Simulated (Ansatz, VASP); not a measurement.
# Two plane-wave programs on AgS

Contents of INCAR:

```
ALGO = Normal
EDIFF = 1E-6
ENCUT = 520
GGA = PE
ISIF = 2
ISMEAR = 0
LASPH = True
LCHARG = True
LELF = True
LREAL = False
LVHAR = True
LWAVE = False
NBANDS = 16
NELM = 60
PREC = Accurate
SIGMA = 0.1
```

KPOINTS

```
k-points
0
Gamma
  6 6 6
```

Contents of POSCAR:

```
AgS
1.0
    0.0000000000      2.9110925800      2.9110925800
    2.9110925800      0.0000000000      2.9110925800
    2.9110925800      2.9110925800      0.0000000000
Ag S
1 1
Direct
    0.0000000000      0.0000000000      0.0000000000
    0.5000000000      0.5000000000      0.5000000000
```

Input for Ansatz:

```yaml
crystal:
  lattice:
    - [0.0, 2.91109258, 2.91109258]
    - [2.91109258, 0.0, 2.91109258]
    - [2.91109258, 2.91109258, 0.0]
  atoms:
    - { symbol: Ag, position: [0.0, 0.0, 0.0] }
    - { symbol: S, position: [0.5, 0.5, 0.5] }
basis:
  ecutwfc: 420
kpoints:
  mp_grid: { grid: [6, 6, 6] }
hamiltonian:
  xc: pbe
scf:
  occupations: { method: gaussian, width: 0.1 }
  lower_state_search: "off"
output:
  forces: true
  stress: true
  eigenvalues: true
```

Change from the starting cell: species swapped into the TlBr type (Fm-3m, No. 225).

Alike in both runs: task single point; functional PBE; k mesh 6 × 6 × 6; occupations gaussian, width 0.1 eV; no spin polarisation.

```csv
,VASP,Ansatz
version,VASP 6.6.1,Ansatz 0.2.0
potentials or method,"VASP PAW PBE potentials, release 64 (Ag, S), cutoff 520 eV","scalar-relativistic, plane waves, PAW"
valence electrons in the cell,17,25
```

Ansatz gave:

| Property | Result |
| --- | --- |
| gap on the k mesh at the Fermi level (eV) | none |
| pressure (GPa) | -11.1 |

Q: What did VASP give for the same quantities?

A: gap on the k mesh at the Fermi level (eV): none; pressure (GPa): -11.2.

A gap of «none» marks a metal or a gap that the smearing closes. The functional is the same, so the differences come from potentials, cutoffs and numerics. VASP's potentials hold 17 valence electrons a cell and Ansatz's 25, so a difference there can come from the potentials and not from the codes.
